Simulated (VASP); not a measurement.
TiBr2: single point with LDA+U

The system is TiBr2.

```
CELL_PARAMETERS angstrom
2.07167 1.19608 6.26345
-2.07167 1.19608 6.26345
0.00000 -2.39216 6.26345
ATOMIC_POSITIONS crystal
Ti 0.00000 0.00000 0.00000
Br 0.25200 0.25200 0.25200
Br 0.74800 0.74800 0.74800
```

```
Program                : VASP 6.6.1
Task                   : single point
Functional             : LDA
Potentials or basis    : VASP PAW LDA potentials, release 64 (Ti_sv, Br)
Cutoff                 : 520 eV
k mesh                 : 5 × 5 × 5
Occupations            : gaussian, width 0.05 eV
Spin                   : collinear spin, zero start
Starting moments       : [0.0, 0.0, 0.0] μB
Fixed moment           : 0 μB
Hubbard terms          : Ti d U = 7.0 eV
Dipole correction      : no
Further INCAR settings : ALGO = Normal; EDIFF = 1e-06; NBANDS = 24
```

```json
{
  "Pressure": "-7.2 GPa",
  "Largest force": "0.776 eV/Å",
  "Net moment": "0.00 μB per cell",
  "Valence electrons inside the program's atomic spheres": "Ti 9.90; Br 4.85"
}
```

Forces in eV/Å, atoms in the order of the input:
```
Ti   0.000  0.000  0.000
Br   0.000  0.000  0.776
Br   0.000  0.000 -0.776
```

Stress tensor (GPa, compression positive):
```
-8.37  0.00  0.00
 0.00 -8.37  0.00
 0.00  0.00 -4.86
```

Eigenvalues of the final occupation matrices:
| site | spin | trace | eigenvalues |
| --- | --- | --- | --- |
| site 1 d | 1 | 0.88 | 0.02 0.05 0.05 0.38 0.38 |
| site 1 d | 2 | 0.88 | 0.02 0.05 0.05 0.38 0.38 |

Run time: 3 min on 1 thread of Intel(R) Xeon(R) Platinum 8259CL CPU @ 2.50GHz (Skylake/Cascade Lake), on a shared host, peak memory 0.33 GiB.

Caveat: the cell stands under tension; the total moment is fixed, so each spin has its own Fermi level.
